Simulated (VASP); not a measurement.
# BP (I-4m2) in VASP: a series of runs

BP is run at these levels: PBEsol; tasks: single point.

Everything below comes from runs of VASP 6.6.1. Logs are shortened: lines on timing, memory, paths and dates and some standing lists are left out, and cuts for length are marked.

### Step 1. The cell of the first run

The structure is tetragonal, space group I-4m2 (No. 119). Conventional cell: a = 3.132 Å, b = 3.132 Å, c = 4.574 Å, α = 90.00°, β = 90.00°, γ = 90.00°. Within 2.6 Å of B (site symmetry -4m2) lie 4 P at 1.94 Å. P (site symmetry -4m2) has 4 B at 1.94 Å within 2.6 Å.

### Step 2. Single point, PBEsol (in-plane strain -0.02)

INCAR reads:

```
SYSTEM = BP
PREC = Accurate
ENCUT = 520
EDIFF = 1E-6
ISMEAR = 0
SIGMA = 0.01
LREAL = .FALSE.
LASPH = .TRUE.
NELM = 100
ALGO = Normal
ISIF = 2
LWAVE = .FALSE.
LCHARG = .TRUE.
GGA = PS
LELF = .TRUE.
LVHAR = .TRUE.
NBANDS = 11
```

KPOINTS reads:

```
regular mesh
0
G
  8 8 8
  0 0 0
```

POSCAR reads:

```
BP
1.0
    2.2148704127      2.2148704127      0.0000000000
   -2.2148704127      2.2148704127      0.0000000000
    0.0000000000      2.2148704127      2.2871927119
B P
1 1
Direct
    0.0000000000      0.0000000000      0.0000000000
    0.7500000000      0.2500000000      0.5000000000
```

Potentials or basis: VASP PAW PBE potentials, release 64 (B, P).

Run with:

```
cat potpaw_PBE.64/B/POTCAR potpaw_PBE.64/P/POTCAR > POTCAR
mpirun -np 1 vasp_std > vasp.out
```

OUTCAR:

```text
SYSTEM = BP
   PREC = Accurate
   ENCUT = 520
   EDIFF = 1E-6
   ISMEAR = 0
   LREAL = .FALSE.
   LASPH = .TRUE.
   NELM = 100
   ISIF = 2
   GGA = PS

 ion  position               nearest neighbor table
   1  0.000  0.000  0.000-   2 1.94   2 1.94   2 1.94   2 1.94
   2  0.750  0.250  0.500-   1 1.94   1 1.94   1 1.94   1 1.94

  LATTYP: Found a body centered tetragonal cell.
 ALAT       =     3.1322997765
 C/A-ratio  =     1.4603919644

  Lattice vectors:

 A1 = (   2.2148704127,   0.0000000000,  -2.2871927119)
 A2 = (  -2.2148704127,   0.0000000000,  -2.2871927119)
 A3 = (   0.0000000000,   2.2148704127,   2.2871927119)

Analysis of symmetry for initial positions (statically):
=====================================================================
 Subroutine PRICEL returns:
 Original cell was already a primitive cell.

 Routine SETGRP: Setting up the symmetry group for a
 body centered tetragonal supercell.

 Subroutine GETGRP returns: Found  8 space group operations
 (whereof  8 operations were pure point group operations)
 out of a pool of 16 trial point group operations.

The static configuration has the point symmetry D_2d.

Analysis of symmetry for dynamics (positions and initial velocities):
=====================================================================
 Subroutine PRICEL returns:
 Original cell was already a primitive cell.

 Routine SETGRP: Setting up the symmetry group for a
 body centered tetragonal supercell.

 Subroutine GETGRP returns: Found  8 space group operations
 (whereof  8 operations were pure point group operations)
 out of a pool of 16 trial point group operations.

The dynamic configuration has the point symmetry D_2d.

 Subroutine INISYM returns: Found  8 space group operations
 (whereof  8 operations are pure point group operations),
 and found     1 'primitive' translations

----------------------------------------------------------------------------------------

                                     Primitive cell

  volume of cell :      22.4403

  direct lattice vectors                    reciprocal lattice vectors
     2.214870413  2.214870413  0.000000000     0.225746842  0.225746842 -0.218608601
    -2.214870413  2.214870413  0.000000000    -0.225746842  0.225746842 -0.218608601
     0.000000000  2.214870413  2.287192712     0.000000000  0.000000000  0.437217203

  length of vectors
     3.132299777  3.132299777  3.183850098     0.386927633  0.386927633  0.437217203

  position of ions in fractional coordinates (direct lattice)
     0.000000000  0.000000000  0.000000000
     0.750000000  0.250000000  0.500000000

[... 81 lines left out ...]
   NFREE  =      0    steps in history (QN), initial steepest desc. (CG)
   ISIF   =      2    stress and relaxation
   ISYM   =      2    0-nonsym 1-usesym 2-fastsym
   POTIM  = 0.5000    time-step for ionic-motion
   TEBEG  =    0.0;   TEEND  =   0.0 temperature during run
   PSTRESS=    0.0 pullay stress
   NELECT =       8.0000    total number of electrons
   NUPDOWN=      -1.0000    fix difference up-down
   EMIN   =  10.00;   EMAX   =-10.00  energy-range for DOS
   EFERMI =   0.00;   METHOD = LEGACY
   ISMEAR =     0;   SIGMA  =   0.01  broadening in eV -4-tet -1-fermi 0-gaus
   EFERMI_NEDOS =   21; number of points for ismear=-14 and -15
   IALGO  =     38    algorithm
   IMIX   =      4    mixing-type and parameters
     AMIX     =   0.40;   BMIX     =  1.00
     AMIX_MAG =   1.60;   BMIX_MAG =  1.00
  volume/ion in A,a.u.               =      11.22        75.72
  Fermi-wavevector in a.u.,A,eV,Ry     =   1.160811  2.193616 18.333623  1.347483
  Thomas-Fermi vector in A             =   2.297390
   LORBIT       =      0    0 simple, 1 ext, 2 COOP (PROOUT), +10 PAW based schemes
   GGA     = PS    functional components
   LHFCALC =     F    Hartree Fock is set to
   AEXX    =    0.0000 exact exchange contribution
   IVDW    =     0    specifies the selected vdW correction
   LEPSILON=     F    determine dielectric tensor
   LRPA    =     F    only Hartree local field effects (RPA)
 non-spin polarized calculation
 Gauss-broadening in eV      SIGMA  =   0.01
  energy-cutoff  :      520.00
  volume of cell :       22.44
 maximum number of plane-waves:       620
   NGX = 11   NGY = 11   NGZ = 11

 number of electron       8.0000001 magnetization

 Free energy of the ion-electron system (eV)
  ---------------------------------------------------
  ext. energy  EPLUGINS =         0.00000000
  ---------------------------------------------------
  free energy    TOTEN  =       -13.64724638 eV

  energy without entropy =      -13.64724638  energy(sigma->0) =      -13.64724638

 E-fermi :   8.1071     XC(G=0): -11.2169

 val. band max:        8.0029069993   @ k =   0.0000   0.0000   0.0000
 cond. band min:       8.8721448429   @ k =  -0.3750   0.3750   0.0000
 fundamental gap:      0.8692378436
 Fermi energy:         8.1070701486

 k-point     1 :       0.0000    0.0000    0.0000
  band No.  band energies     occupation
      1      -7.9721      2.00000
      2       7.6698      2.00000
      3       8.0029      2.00000
      4       8.0029      2.00000
      5      11.2586      0.00000
      6      11.2586      0.00000
      7      11.4312      0.00000
      8      15.8328      0.00000
      9      19.4133      0.00000
     10      19.6688      0.00000
     11      20.5780      0.00000
[... 309 lines left out ...]
 k-point    24 :       0.3750    0.0000    0.1250
  band No.  band energies     occupation
      1      -6.1440      2.00000
      2       1.9744      2.00000
      3       4.5119      2.00000
      4       6.9319      2.00000
      5      12.6090      0.00000
      6      12.9193      0.00000
      7      13.5031      0.00000
      8      16.8794      0.00000
      9      17.8862      0.00000
     10      21.2550      0.00000
     11      23.1193      0.00000

 [... further k-points ...]
[... 5 lines left out ...]
  --------------------------------------------------------------------------------------
  -------------------------------------------------------------------------------------
  Total        1.1522664      1.1522664     -0.1225011      0.0000000      0.0000000     -0.0000000
  in kB       82.2685950     82.2685950     -8.7462360      0.0000000      0.0000000     -0.0000000
  external PRESSURE =      51.9303180 kB  Pullay stress =       0.0000000 kB

 VOLUME and BASIS-vectors are now :
 -----------------------------------------------------------------------------
  energy-cutoff  :      520.00
  volume of cell :       22.44
      direct lattice vectors                 reciprocal lattice vectors
     2.214870413  2.214870413  0.000000000     0.225746842  0.225746842 -0.218608601
    -2.214870413  2.214870413  0.000000000    -0.225746842  0.225746842 -0.218608601
     0.000000000  2.214870413  2.287192712     0.000000000  0.000000000  0.437217203

 POSITION                                       TOTAL-FORCE (eV/Angst)
 -----------------------------------------------------------------------------------
      0.00000      0.00000      0.00000         0.000000      0.000000      0.000000
      1.10744      3.32231      1.14360         0.000000     -0.000000      0.000000
 -----------------------------------------------------------------------------------
    total drift:                                0.000000      0.000000     -0.000000

  FREE ENERGIE OF THE ION-ELECTRON SYSTEM (eV)
  ---------------------------------------------------
  free  energy   TOTEN  =       -13.6472463796 eV

  energy  without entropy=      -13.6472463796  energy(sigma->0) =      -13.64724638
```

It took 4.3 s on 1 thread of Intel Xeon 6975P-C (Granite Rapids), shared host; peak memory 0.14 GiB.

What came out:

- Free energy: -13.6472 eV
- Pressure: 5.2 GPa
- Band gap on the k mesh: 0.87 eV, indirect (least direct gap 3.26 eV)

Caveat: the cell differs from its parent crystal (in-plane strain -0.02); the PAW data sets were made with another functional, which shifts forces and pressure a little.

### Step 3. Single point, PBEsol (film at in-plane strain -0.02)

INCAR reads:

```
SYSTEM = BP
PREC     = Accurate       ! precision mode
ENCUT    = 520            ! plane-wave cutoff, eV
EDIFF    = 1E-7           ! SCF threshold, eV
ISMEAR   = 0              ! smearing method
SIGMA    = 0.01           ! smearing width, eV
LREAL    = .False.        ! projectors in reciprocal space
LASPH    = .True.         ! aspherical terms in the spheres
NELM     = 80             ! most SCF steps
ALGO     = Normal         ! electronic algorithm
ISIF     = 2              ! what is computed and relaxed
LWAVE    = .False.        ! write WAVECAR
LCHARG   = .False.        ! write CHGCAR
GGA      = PS             ! functional
NBANDS   = 11             ! bands
```

KPOINTS reads:

```
regular mesh
0
Gamma
  8 8 8
  0 0 0
```

POSCAR, as its differences from that of step 2:

```diff
@@ -4,3 +4,3 @@
    -2.2148704127      2.2148704127      0.0000000000
-    0.0000000000      2.2148704127      2.2871927119
+    0.0000000000      2.2148704127      2.2814035977
 B P
```

Potentials or basis: VASP PAW PBE potentials, release 64 (B, P).

Run with:

```
cat potpaw_PBE.64/B/POTCAR potpaw_PBE.64/P/POTCAR > POTCAR
mpirun -np 1 vasp_std > vasp.out
```

It took 4.8 s on 1 thread of Intel Xeon 6975P-C (Granite Rapids), shared host; peak memory 0.14 GiB.

Results (log left out):

```yaml
Free_energy: -13.6474 eV
Pressure: 5.7 GPa
Band_gap_on_the_k_mesh: 0.89 eV, indirect (least direct gap 3.27 eV)
```

Stress tensor (GPa, compression positive):
```
8.47 0.00 0.00
0.00 8.47 0.00
0.00 0.00 0.10
```

Levels at points of the mesh, in eV from the valence-band top:
| k point | band 1 | band 2 | band 3 | band 4 | band 5 | band 6 | band 7 | band 8 |
| --- | --- | --- | --- | --- | --- | --- | --- | --- |
| (0.00, 0.00, 0.00) | -15.99 | -0.31 | 0.00 | 0.00 | 3.27 | 3.27 | 3.43 | 7.88 |
| (0.50, 0.00, 0.00) | -12.47 | -9.51 | -2.12 | -1.72 | 3.71 | 4.60 | 4.74 | 9.98 |
| (0.50, 0.50, 0.00) | -10.78 | -8.83 | -4.54 | -4.48 | 0.93 | 1.23 | 12.01 | 12.70 |
| (0.00, 0.00, 0.50) | -11.09 | -9.11 | -4.19 | -4.19 | 1.26 | 1.67 | 12.41 | 12.41 |

Caveat: the cell differs from its parent crystal (film at in-plane strain -0.02); the PAW data sets were made with another functional, which shifts forces and pressure a little. A k mesh can miss the band edges.

### Step 4. Single point, PBEsol (in-plane strain -0.01, then relaxed in part)

INCAR reads:

```
SYSTEM = BP
PREC = Accurate
ENCUT = 520
EDIFF = 1E-7
ISMEAR = 0
SIGMA = 0.01
LREAL = .FALSE.
LASPH = .TRUE.
NELM = 80
ALGO = Normal
ISIF = 2
LWAVE = .FALSE.
LCHARG = .FALSE.
GGA = PS
NBANDS = 11
```

KPOINTS reads:

```
regular mesh
0
G
  8 8 8
  0 0 0
```

POSCAR reads:

```
BP
1.0
    2.2374711312      2.2374711312      0.0000000000
   -2.2374711312      2.2374711312      0.0000000000
    0.0000000000      2.2374711312      2.2708069104
B P
1 1
Direct
    0.0000000000      0.0000000000      0.0000000000
    0.7500000000      0.2500000000      0.5000000000
```

Run with:

```
cat potpaw_PBE.64/B/POTCAR potpaw_PBE.64/P/POTCAR > POTCAR
mpirun -np 1 vasp_std > vasp.out
```

Wall time 4.6 s (1 thread of Intel Xeon 6975P-C (Granite Rapids), shared host); peak memory 0.14 GiB.

Results (log left out):

```yaml
Free_energy: -13.6654 eV
Pressure: 2.8 GPa
Band_gap_on_the_k_mesh: 1.02 eV, indirect (least direct gap 3.32 eV)
```

Stress tensor (GPa, compression positive):
```
4.15 0.00 0.00
0.00 4.15 0.00
0.00 0.00 0.10
```

Levels at points of the mesh, in eV from the valence-band top:
```tsv
k point	band 1	band 2	band 3	band 4	band 5	band 6	band 7	band 8	band 9
(0.00, 0.00, 0.00)	-15.79	-0.15	0.00	0.00	3.32	3.32	3.40	7.70	11.38
(0.50, 0.00, 0.00)	-12.34	-9.34	-1.95	-1.75	3.80	4.58	4.70	9.97	14.63
(0.50, 0.50, 0.00)	-10.72	-8.74	-4.36	-4.33	1.07	1.37	12.12	12.45	15.43
(0.00, 0.00, 0.50)	-10.87	-8.88	-4.19	-4.19	1.23	1.58	12.31	12.31	15.30
```

Caveat: the cell differs from its parent crystal (in-plane strain -0.01, then relaxed in part); the PAW data sets were made with another functional, which shifts forces and pressure a little.

### Step 5. Single point, PBEsol (in-plane strain -0.01)

INCAR reads:

```
PREC     = Accurate       # precision mode
ENCUT    = 520            # plane-wave cutoff, eV
EDIFF    = 1E-6           # SCF threshold, eV
ISMEAR   = 0              # smearing method
SIGMA    = 0.01           # smearing width, eV
LREAL    = F              # projectors in reciprocal space
LASPH    = T              # aspherical terms in the spheres
NELM     = 60             # most SCF steps
ALGO     = Normal         # electronic algorithm
ISIF     = 2              # what is computed and relaxed
LWAVE    = F              # write WAVECAR
LCHARG   = F              # write CHGCAR
GGA      = PS             # functional
NBANDS   = 11             # bands
```

KPOINTS reads:

```
Automatic mesh
0
Gamma
  8 8 8
```

POSCAR, as its differences from that of step 4:

```diff
@@ -4,3 +4,3 @@
    -2.2374711312      2.2374711312      0.0000000000
-    0.0000000000      2.2374711312      2.2708069104
+    0.0000000000      2.2374711312      2.2736322808
 B P
```

Run with:

```
cat potpaw_PBE.64/B/POTCAR potpaw_PBE.64/P/POTCAR > POTCAR
mpirun -np 1 vasp_std > vasp.out
```

It took 4.5 s on 1 thread of Intel Xeon 6975P-C (Granite Rapids), shared host; peak memory 0.13 GiB.

Results (log left out):

- Free energy: -13.6654 eV
- Pressure: 2.6 GPa
- Band gap on the k mesh: 1.01 eV, indirect (least direct gap 3.31 eV)

Stress tensor (GPa, compression positive):
```
 4.04  0.00  0.00
 0.00  4.04  0.00
 0.00  0.00 -0.35
```

Levels at points of the mesh, in eV from the valence-band top:
```csv
k point,band 2,band 3,band 4,band 5,band 6,band 7
"(0.00, 0.00, 0.00)",-0.16,0.00,0.00,3.31,3.31,3.40
"(0.50, 0.00, 0.00)",-9.34,-1.96,-1.75,3.79,4.58,4.70
"(0.50, 0.50, 0.00)",-8.74,-4.37,-4.33,1.06,1.36,12.09
"(0.00, 0.00, 0.50)",-8.89,-4.18,-4.18,1.24,1.59,12.29
```

Caveat: the cell differs from its parent crystal (in-plane strain -0.01); the PAW data sets were made with another functional, which shifts forces and pressure a little. A k mesh can miss the band edges.

### Step 6. The runs side by side

| cell | gap on the mesh (eV) | pressure (GPa) |
| --- | --- | --- |
| a = 3.132, b = 3.132, c = 3.184 Å, angles 60.5, 60.5, 90.0°, 2 atoms | 0.87 | 5.2 |
| a = 3.132, b = 3.132, c = 3.180 Å, angles 60.5, 60.5, 90.0°, 2 atoms | 0.89 | 5.7 |
| a = 3.164, b = 3.164, c = 3.188 Å, angles 60.2, 60.2, 90.0°, 2 atoms | 1.02 | 2.8 |
| a = 3.164, b = 3.164, c = 3.190 Å, angles 60.3, 60.3, 90.0°, 2 atoms | 1.01 | 2.6 |

Alike in all rows: task single point; level PBEsol; potentials or basis VASP PAW PBE potentials, release 64 (B, P); no spin polarisation; k mesh 8 × 8 × 8; cutoff (eV) 520; smearing gaussian 0.01 eV.

Caveats: the PAW data sets were made with another functional, which shifts forces and pressure a little.

Absolute energies hang on the potentials; compare differences alone.
